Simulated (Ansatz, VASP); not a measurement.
Two plane-wave programs on Be4Se

```xyz
5
Lattice="3.0175 -3.1685 0.0000 3.0175 3.1685 0.0000 0.0000 0.0000 2.7096" Properties=species:S:1:pos:R:3 pbc="T T T"
Be    3.0175   -1.9683    1.3548
Be    3.0175    1.9683    1.3548
Be    1.7212    0.0000    0.0000
Be    4.3138    0.0000    0.0000
Se    0.0000    0.0000    0.0000
```

Change from the starting cell: species swapped into the OsCl4 type (Cmmm, No. 65).

Alike in both runs: task single point; functional PBE; k mesh 4 × 4 × 6; occupations gaussian, width 0.1 eV; no spin polarisation.

```csv
,VASP,Ansatz
version,VASP 6.6.1,Ansatz 0.2.0
potentials or method,"VASP PAW PBE potentials, release 64 (Be, Se), cutoff 520 eV","scalar-relativistic, plane waves, PAW"
valence electrons in the cell,14,24
```

VASP gave:

- gap on the k mesh at the Fermi level (eV): none
- rms of the force components (eV/Å): 4.976

Question: Which values does Ansatz return?

Answer: gap on the k mesh at the Fermi level (eV): none; rms of the force components (eV/Å): 4.901.

Atom by atom the forces differ by 0.075 eV/Å (rms over components). A gap of «none» marks a metal or a gap that the smearing closes. With one functional, cell and mesh, what is left measures potentials, basis and numerics. VASP's potentials hold 14 valence electrons a cell and Ansatz's 24, so a difference there can come from the potentials and not from the codes.

The k mesh is coarse, so the values compare programs but aren't converged.
